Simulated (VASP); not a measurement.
# ZnO (P6_3mc) in VASP: further runs

Runs on ZnO. Level: LDA. Tasks: electric field gradients.

All numbers are computed with VASP 6.6.1; they aren't measurements. Logs are shortened: lines on timing, memory, paths and dates and some standing lists are left out, and cuts for length are marked.

**1. The cell of the first run**

Symmetry: P6_3mc, No. 186, hexagonal system. Conventional cell: a = 3.249 Å, b = 3.249 Å, c = 5.308 Å, α = 90.00°, β = 90.00°, γ = 120.00°. Zn (site symmetry 3m) has 4 O at 1.98 to 2.03 Å within 2.6 Å. O (site symmetry 3m) has 4 Zn at 1.98 to 2.03 Å within 2.6 Å.

**2. Electric field gradients, LDA (zz strain of +2 %)**

Contents of INCAR:

```
SYSTEM = ZnO
  PREC = Accurate
  ENCUT = 520
  EDIFF = 1E-8
  ISMEAR = -1
  SIGMA = 0.02
  LREAL = .False.
  LASPH = .True.
  NELM = 120
  ALGO = Normal
  ISIF = 2
  LWAVE = .False.
  LCHARG = .False.
  LEFG = .True.
  NBANDS = 26
  GGA_COMPAT = .False.
```

Contents of KPOINTS:

```
Automatic mesh
0
Gamma
  11 11 6
  0 0 0
```

Contents of POSCAR:

```
ZnO
1.0
    3.2493987239      0.0000000000      0.0000000000
   -1.6246993619      2.8140618419      0.0000000000
    0.0000000000      0.0000000000      5.3078760000
Zn O
2 2
Direct
    0.3333333333      0.6666666667      0.0000000000
    0.6666666667      0.3333333333      0.5000000000
    0.3333333333      0.6666666667      0.3821000000
    0.6666666667      0.3333333333      0.8821000000
```

Potentials or basis: VASP PAW LDA potentials, release 64 (Zn, O).

Command:

```sh
cat potpaw_LDA.64/Zn/POTCAR potpaw_LDA.64/O/POTCAR > POTCAR
mpirun -np 1 vasp_std > vasp.out
```

OUTCAR:

```text
SYSTEM = ZnO
   PREC = Accurate
   ENCUT = 520
   EDIFF = 1E-8
   ISMEAR = -1
   LREAL = .False.
   LASPH = .True.
   NELM = 120
   ISIF = 2

 ion  position               nearest neighbor table
   1  0.333  0.667  0.000-   4 1.98   4 1.98   4 1.98   3 2.03
   2  0.667  0.333  0.500-   3 1.98   3 1.98   3 1.98   4 2.03
   3  0.333  0.667  0.382-   2 1.98   2 1.98   2 1.98   1 2.03
   4  0.667  0.333  0.882-   1 1.98   1 1.98   1 1.98   2 2.03

  LATTYP: Found a hexagonal cell.
 ALAT       =     3.2493987239
 C/A-ratio  =     1.6334948250

  Lattice vectors:

 A1 = (   3.2493987239,   0.0000000000,   0.0000000000)
 A2 = (  -1.6246993619,   2.8140618419,   0.0000000000)
 A3 = (   0.0000000000,   0.0000000000,   5.3078760000)

Analysis of symmetry for initial positions (statically):
=====================================================================
 Subroutine PRICEL returns:
 Original cell was already a primitive cell.

 Routine SETGRP: Setting up the symmetry group for a
 hexagonal supercell.

 Subroutine GETGRP returns: Found 12 space group operations
 (whereof  6 operations were pure point group operations)
 out of a pool of 24 trial point group operations.

The static configuration has the point symmetry C_3v.
 The point group associated with its full space group is C_6v.

Analysis of symmetry for dynamics (positions and initial velocities):
=====================================================================
 Subroutine PRICEL returns:
 Original cell was already a primitive cell.

 Routine SETGRP: Setting up the symmetry group for a
 hexagonal supercell.

 Subroutine GETGRP returns: Found 12 space group operations
 (whereof  6 operations were pure point group operations)
 out of a pool of 24 trial point group operations.

The dynamic configuration has the point symmetry C_3v.
 The point group associated with its full space group is C_6v.

 Subroutine INISYM returns: Found 12 space group operations
 (whereof  6 operations are pure point group operations),
 and found     1 'primitive' translations

----------------------------------------------------------------------------------------

                                     Primitive cell

  volume of cell :      48.5353

  direct lattice vectors                    reciprocal lattice vectors
     3.249398724  0.000000000  0.000000000     0.307749244  0.177679109  0.000000000
    -1.624699362  2.814061842  0.000000000     0.000000000  0.355358217  0.000000000
     0.000000000  0.000000000  5.307876000     0.000000000  0.000000000  0.188399277

  length of vectors
     3.249398724  3.249398724  5.307876000     0.355358217  0.355358217  0.188399277

  position of ions in fractional coordinates (direct lattice)
     0.333333333  0.666666667  0.000000000
     0.666666667  0.333333333  0.500000000
     0.333333333  0.666666667  0.382100000
     0.666666667  0.333333333  0.882100000

  ion indices of the primitive-cell ions
   primitive index   ion index
                 1           1
                 2           2
                 3           3
                 4           4

----------------------------------------------------------------------------------------

 KPOINTS: Automatic mesh

Automatic generation of k-mesh.
 Grid dimensions read from file:
 generate k-points for:   11   11    6

 Generating k-lattice:

  Cartesian coordinates                     Fractional coordinates (reciprocal lattice)
     0.027977204  0.016152646  0.000000000     0.090909091  0.000000000  0.000000000
     0.000000000  0.032305292  0.000000000     0.000000000  0.090909091  0.000000000
     0.000000000  0.000000000  0.031399879     0.000000000  0.000000000  0.166666667
[... 40 lines left out ...]
   number of dos      NEDOS =    301   number of ions     NIONS =      4
   total plane-waves  NPLWV =  23040
   dimension x,y,z NGX =    24 NGY =   24 NGZ =   40
   dimension x,y,z NGXF=    48 NGYF=   48 NGZF=   80
   ions per type =               2   2
   NGX,Y,Z   is equivalent  to a cutoff of  12.28, 12.28, 12.53 a.u.
   NGXF,Y,Z  is equivalent  to a cutoff of  24.56, 24.56, 25.06 a.u.
 SYSTEM =  ZnO
   PREC   = accura    normal or accurate (medium, high low for compatibility)
   ISTART =      0    job   : 0-new  1-cont  2-samecut
   ICHARG =      2    charge: 1-file 2-atom 10-const
   ISPIN  =      1    spin polarized calculation?
   LNONCOLLINEAR =      F non collinear calculations
   LSORBIT =      F    spin-orbit coupling
   LASPH  =      T    aspherical Exc in radial PAW
   ENCUT  =  520.0 eV  38.22 Ry    6.18 a.u.   6.04  6.04  9.87*2*pi/ulx,y,z
   NELM   =    120;   NELMIN=  2; NELMDL= -5     # of ELM steps
   EDIFF  = 0.1E-07   stopping-criterion for ELM
   LREAL  =      F    real-space projection
   EDIFFG = 0.1E-06   stopping-criterion for IOM
   NSW    =      0    number of steps for IOM
   IBRION =     -1    ionic relax: 0-MD 1-quasi-New 2-CG
   NFREE  =      0    steps in history (QN), initial steepest desc. (CG)
   ISIF   =      2    stress and relaxation
   ISYM   =      2    0-nonsym 1-usesym 2-fastsym
   POTIM  = 0.5000    time-step for ionic-motion
   TEBEG  =    0.0;   TEEND  =   0.0 temperature during run
   PSTRESS=    0.0 pullay stress
   NELECT =      36.0000    total number of electrons
   NUPDOWN=      -1.0000    fix difference up-down
   EMIN   =  10.00;   EMAX   =-10.00  energy-range for DOS
   EFERMI =   0.00;   METHOD = LEGACY
   ISMEAR =    -1;   SIGMA  =   0.02  broadening in eV -4-tet -1-fermi 0-gaus
   EFERMI_NEDOS =   21; number of points for ismear=-14 and -15
   IALGO  =     38    algorithm
   IMIX   =      4    mixing-type and parameters
     AMIX     =   0.40;   BMIX     =  1.00
     AMIX_MAG =   1.60;   BMIX_MAG =  1.00
  volume/ion in A,a.u.               =      12.13        81.88
  Fermi-wavevector in a.u.,A,eV,Ry     =   1.481915  2.800413 29.879361  2.196071
  Thomas-Fermi vector in A             =   2.595766
   LORBIT       =      0    0 simple, 1 ext, 2 COOP (PROOUT), +10 PAW based schemes
   GGA     = CA    functional components
   LHFCALC =     F    Hartree Fock is set to
   AEXX    =    0.0000 exact exchange contribution
   IVDW    =     0    specifies the selected vdW correction
   LEPSILON=     F    determine dielectric tensor
   LRPA    =     F    only Hartree local field effects (RPA)
 non-spin polarized calculation
  energy-cutoff  :      520.00
  volume of cell :       48.54
 maximum number of plane-waves:      1326
   NGX = 13   NGY = 13   NGZ = 19

 number of electron      36.0000052 magnetization

 Free energy of the ion-electron system (eV)
  ---------------------------------------------------
  ext. energy  EPLUGINS =         0.00000000
  ---------------------------------------------------
  free energy    TOTEN  =       -21.07509701 eV

  energy without entropy =      -21.07509701  energy(sigma->0) =      -21.07509701

 E-fermi :   1.0784     XC(G=0): -11.3609

 val. band max:        0.7216856253   @ k =   0.0000   0.0000   0.0000
 cond. band min:       1.4065603269   @ k =   0.0000   0.0000   0.0000
 fundamental gap:      0.6848747016
 Fermi energy:         1.0784204076

 k-point     1 :       0.0000    0.0000    0.0000
  band No.  band energies     occupation
      1     -16.9477      2.00000
      2     -16.2362      2.00000
      3      -5.0040      2.00000
      4      -5.0040      2.00000
      5      -4.9125      2.00000
      6      -4.8706      2.00000
[... 685 lines left out ...]
     25      13.5088      0.00000
     26      14.9508      0.00000

 [... further k-points ...]

------------------------ aborting loop because EDIFF is reached ----------------------------------------

  FORCE on cell =-STRESS in cart. coord.  units (eV):
  Direction    XX          YY          ZZ          XY          YZ          ZX
  --------------------------------------------------------------------------------------
  -------------------------------------------------------------------------------------
  Total       -2.2224377     -2.2224377     -3.1889920     -0.0000000     -0.0000000     -0.0000000
  in kB      -73.3639587    -73.3639587   -105.2704795     -0.0000000     -0.0000000     -0.0000000
  external PRESSURE =     -83.9994656 kB  Pullay stress =       0.0000000 kB

 VOLUME and BASIS-vectors are now :
 -----------------------------------------------------------------------------
  energy-cutoff  :      520.00
  volume of cell :       48.54
      direct lattice vectors                 reciprocal lattice vectors
     3.249398724  0.000000000  0.000000000     0.307749244  0.177679109  0.000000000
    -1.624699362  2.814061842  0.000000000     0.000000000  0.355358217  0.000000000
     0.000000000  0.000000000  5.307876000     0.000000000  0.000000000  0.188399277

 POSITION                                       TOTAL-FORCE (eV/Angst)
 -----------------------------------------------------------------------------------
     -0.00000      1.87604      0.00000        -0.000000     -0.000000      0.158006
      1.62470      0.93802      2.65394        -0.000000      0.000000      0.158006
     -0.00000      1.87604      2.02814         0.000000     -0.000000     -0.158006
      1.62470      0.93802      4.68208        -0.000000      0.000000     -0.158006
 -----------------------------------------------------------------------------------
    total drift:                               -0.000001     -0.000001     -0.000399

  FREE ENERGIE OF THE ION-ELECTRON SYSTEM (eV)
  ---------------------------------------------------
  free  energy   TOTEN  =       -21.0750970148 eV

  energy  without entropy=      -21.0750970146  energy(sigma->0) =      -21.07509701

 Electric field gradients (V/A^2)
---------------------------------------------------------------------
 ion       V_xx      V_yy      V_zz      V_xy      V_xz      V_yz
---------------------------------------------------------------------
   1      -8.315    -8.317    16.632    -0.001     0.000    -0.000
   2      -8.315    -8.317    16.632    -0.001    -0.000     0.000
   3       0.581     0.577    -1.158    -0.004     0.000    -0.000
   4       0.581     0.577    -1.158    -0.004    -0.000     0.000
---------------------------------------------------------------------

 Electric field gradients after diagonalization (V/A^2)
 (convention: |V_zz| > |V_xx| > |V_yy|)
----------------------------------------------------------------------
 ion       V_xx      V_yy      V_zz     asymmetry (V_yy - V_xx)/ V_zz
----------------------------------------------------------------------
   1      -8.317    -8.315    16.632       0.000
   2      -8.317    -8.315    16.632       0.000
   3       0.584     0.574    -1.158       0.008
   4       0.584     0.574    -1.158       0.008
----------------------------------------------------------------------

           NMR quadrupolar parameters

 Cq : quadrupolar parameter    Cq=e*Q*V_zz/h
 eta: asymmetry parameters     (V_yy - V_xx)/ V_zz
 Q  : nuclear electric quadrupole moment in mb (millibarn)
----------------------------------------------------------------------
 ion       Cq(MHz)       eta       Q (mb)
----------------------------------------------------------------------
   1       0.040       0.000       1.000
   2       0.040       0.000       1.000
   3      -0.003       0.008       1.000
   4      -0.003       0.008       1.000
----------------------------------------------------------------------
```

It took 31 s on 1 thread of Intel Xeon 6975P-C (Granite Rapids), shared host; peak memory 0.18 GiB.

Results:

- Free energy: -21.0751 eV
- Pressure: -8.4 GPa
- Largest force: 0.158 eV/Å
- Band gap on the k mesh: 0.68 eV, direct

Forces in eV/Å, atoms in the order of the input:
```
Zn   0.000  0.000  0.158
Zn   0.000  0.000  0.158
O    0.000  0.000 -0.158
O    0.000  0.000 -0.158
```

Electric field gradients, principal values (V/Å²):
```
atom   least  middle  greatest (by size)
1 Zn  -8.315  -8.317              16.632
2 Zn  -8.315  -8.317              16.632
 3 O   0.574   0.584              -1.158
 4 O   0.574   0.584              -1.158
```

Caveat: the cell differs from its parent crystal (zz strain of +2 %); without QUAD_EFG the Cq values of the log hold for a quadrupole moment of 1 mb, not for the nuclei.

**3. Electric field gradients, LDA (zz strain of +3 %)**

Contents of INCAR:

```
SYSTEM = ZnO
PREC = Accurate ; ENCUT = 520
EDIFF = 1E-8 ; ISMEAR = -1
SIGMA = 0.02 ; LREAL = .False.
LASPH = .True. ; NELM = 120
ALGO = Normal ; ISIF = 2
LWAVE = .False. ; LCHARG = .False.
LEFG = .True. ; NBANDS = 26
GGA_COMPAT = .False.
```

Contents of KPOINTS:

```
regular mesh
0
Gamma
  11 11 6
  0 0 0
```

Changes to POSCAR since step 2:

```diff
@@ -4,3 +4,3 @@
    -1.6246993619      2.8140618419      0.0000000000
-    0.0000000000      0.0000000000      5.3078760000
+    0.0000000000      0.0000000000      5.3599140000
 Zn O
```

Potentials or basis: VASP PAW LDA potentials, release 64 (Zn, O).

Command:

```sh
cat potpaw_LDA.64/Zn/POTCAR potpaw_LDA.64/O/POTCAR > POTCAR
mpirun -np 1 vasp_std > vasp.out
```

OUTCAR:

```text
SYSTEM = ZnO
   PREC = Accurate
   ENCUT = 520
   EDIFF = 1E-8
   ISMEAR = -1
   LREAL = .False.
   LASPH = .True.
   NELM = 120
   ISIF = 2

 ion  position               nearest neighbor table
   1  0.333  0.667  0.000-   4 1.98   4 1.98   4 1.98   3 2.05
   2  0.667  0.333  0.500-   3 1.98   3 1.98   3 1.98   4 2.05
   3  0.333  0.667  0.382-   2 1.98   2 1.98   2 1.98   1 2.05
   4  0.667  0.333  0.882-   1 1.98   1 1.98   1 1.98   2 2.05

  LATTYP: Found a hexagonal cell.
 ALAT       =     3.2493987239
 C/A-ratio  =     1.6495094802

  Lattice vectors:

 A1 = (   3.2493987239,   0.0000000000,   0.0000000000)
 A2 = (  -1.6246993619,   2.8140618419,   0.0000000000)
 A3 = (   0.0000000000,   0.0000000000,   5.3599140000)

Analysis of symmetry for initial positions (statically):
=====================================================================
 Subroutine PRICEL returns:
 Original cell was already a primitive cell.

 Routine SETGRP: Setting up the symmetry group for a
[... 899 lines left out ...]
     -0.00000      1.87604      0.00000         0.000000      0.000000      0.193871
      1.62470      0.93802      2.67996         0.000000     -0.000000      0.193871
     -0.00000      1.87604      2.04802         0.000000     -0.000000     -0.193871
      1.62470      0.93802      4.72798        -0.000000     -0.000000     -0.193871
 -----------------------------------------------------------------------------------
    total drift:                               -0.000001     -0.000001     -0.000561

  FREE ENERGIE OF THE ION-ELECTRON SYSTEM (eV)
  ---------------------------------------------------
  free  energy   TOTEN  =       -21.0411068291 eV

  energy  without entropy=      -21.0411068288  energy(sigma->0) =      -21.04110683

 Electric field gradients (V/A^2)
---------------------------------------------------------------------
 ion       V_xx      V_yy      V_zz      V_xy      V_xz      V_yz
---------------------------------------------------------------------
   1     -10.352   -10.354    20.706    -0.001    -0.000     0.000
   2     -10.352   -10.354    20.706    -0.001     0.000    -0.000
   3       0.006     0.001    -0.007    -0.004    -0.000     0.000
   4       0.006     0.001    -0.007    -0.004     0.000    -0.000
---------------------------------------------------------------------

 Electric field gradients after diagonalization (V/A^2)
 (convention: |V_zz| > |V_xx| > |V_yy|)
----------------------------------------------------------------------
 ion       V_xx      V_yy      V_zz     asymmetry (V_yy - V_xx)/ V_zz
----------------------------------------------------------------------
   1     -10.354   -10.352    20.706       0.000
   2     -10.354   -10.352    20.706       0.000
   3      -0.007    -0.001     0.008       0.786
   4      -0.007    -0.001     0.008       0.786
----------------------------------------------------------------------

           NMR quadrupolar parameters

 Cq : quadrupolar parameter    Cq=e*Q*V_zz/h
 eta: asymmetry parameters     (V_yy - V_xx)/ V_zz
 Q  : nuclear electric quadrupole moment in mb (millibarn)
----------------------------------------------------------------------
 ion       Cq(MHz)       eta       Q (mb)
----------------------------------------------------------------------
   1       0.050       0.000       1.000
   2       0.050       0.000       1.000
   3       0.000       0.786       1.000
   4       0.000       0.786       1.000
----------------------------------------------------------------------
```

It took 27 s on 1 thread of Intel Xeon 6975P-C (Granite Rapids), shared host; peak memory 0.19 GiB.

What came out:

```yaml
Free_energy: -21.0411 eV
Pressure: -9.4 GPa
Largest_force: 0.194 eV/Å
Band_gap_on_the_k_mesh: 0.66 eV, direct
```

Forces in eV/Å, atoms in the order of the input:
```
Zn   0.000  0.000  0.194
Zn   0.000  0.000  0.194
O    0.000  0.000 -0.194
O    0.000  0.000 -0.194
```

Stress tensor (GPa, compression positive):
```
 -7.84   0.00   0.00
  0.00  -7.84   0.00
  0.00   0.00 -12.63
```

Electric field gradients, principal values (V/Å²):
```tsv
atom	least	middle	greatest (by size)
1 Zn	-10.352	-10.354	20.706
2 Zn	-10.352	-10.354	20.706
3 O	-0.001	-0.007	0.008
4 O	-0.001	-0.007	0.008
```

Caveat: the cell differs from its parent crystal (zz strain of +3 %); without QUAD_EFG the Cq values of the log hold for a quadrupole moment of 1 mb, not for the nuclei.
